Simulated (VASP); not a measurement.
InO: single point with PBE

The system is InO, a slab with vacuum.

```
CELL_PARAMETERS angstrom
3.31547 0.00000 0.00000
-1.65773 2.87128 0.00000
0.00000 0.00000 15.24202
ATOMIC_POSITIONS crystal
In 0.66667 0.33333 0.59002
In 0.66667 0.33333 0.40998
O 0.00000 0.00000 0.63987
O 0.00000 0.00000 0.36013
```

This cell differs from its parent crystal: strain -0.040 along x and y, -0.040 along z.

* Program: VASP 6.6.1
* Task: single point
* Functional: PBE
* Potentials or basis: VASP PAW PBE potentials, release 64 (In_d, O)
* Cutoff: 520 eV
* k mesh: 12 × 12 × 2
* Occupations: gaussian, width 0.03 eV
* Spin: no spin polarisation

```
Largest force          : 1.193 eV/Å
Band gap on the k mesh : 0.50 eV (least direct gap 1.51 eV)
```

Forces in eV/Å, atoms in the order of the input:
```
In   0.000  0.000 -0.557
In   0.000  0.000  0.557
O    0.000  0.000  1.193
O    0.000  0.000 -1.193
```

Levels at points of the mesh, in eV from the valence-band top:
| k point | band 16 | band 17 | band 18 | band 19 | band 20 | band 21 | band 22 | band 23 |
| --- | --- | --- | --- | --- | --- | --- | --- | --- |
| (0.00, 0.00, 0.00) | -1.95 | -1.90 | -1.90 | -1.01 | 0.50 | 3.51 | 5.86 | 6.03 |
| (0.50, 0.00, 0.00) | -3.04 | -2.90 | -2.39 | -0.34 | 2.29 | 4.87 | 5.75 | 7.39 |
| (0.00, 0.00, 0.50) | -1.95 | -1.90 | -1.90 | -1.01 | 0.50 | 3.51 | 5.65 | 6.40 |
| (0.50, 0.00, 0.50) | -3.04 | -2.90 | -2.39 | -0.34 | 2.29 | 4.86 | 5.75 | 7.39 |

Run time: 6.4 min on 1 thread of Intel Xeon 8259CL (shared host), peak memory 0.36 GiB.

Caveat: the cell differs from its parent crystal (strain -0.040 along x and y, -0.040 along z); there is no dipole correction, which matters where the two faces differ; semilocal functionals underestimate gaps, and a narrow one can read as zero; spin-orbit coupling is left out, which moves the levels of the heavy elements.
